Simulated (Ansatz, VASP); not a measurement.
**BaTiO3 in VASP and in Ansatz**

```xyz
5
Lattice="3.8743 0.0000 0.0000 0.0000 3.8743 0.0000 0.0000 0.0000 3.8743" Properties=species:S:1:pos:R:3 pbc="T T T"
Ba    0.0000    0.0000    0.0000
Ti    1.9371    1.9371    1.9371
O     1.9371    1.9371    0.0000
O     1.9371    0.0000    1.9371
O     0.0000    1.9371    1.9371
```

Change from the starting cell: hydrostatic strain -3.0%.

Alike in both runs: task single point; functional PBE; k mesh 6 × 6 × 6; occupations fermi-dirac, width 0.02 eV; no spin polarisation.

|  | VASP | Ansatz |
| --- | --- | --- |
| version | VASP 6.6.1 | Ansatz 0.2.0 |
| potentials or method | VASP PAW PBE potentials, release 64 (Ba_sv, Ti_sv, O) | plane waves, PAW |
| plane-wave cutoff (eV) | 520 | 420 |
| valence electrons in the cell | 40 | 40 |

Ansatz gave:

```
gap on the k mesh at the Fermi level (eV) : 2.00
pressure (GPa)                            : 23.0
```

Problem. Which values does VASP return?

Solution. gap on the k mesh at the Fermi level (eV): 1.93; pressure (GPa): 25.6.

Spin-orbit coupling is off throughout.
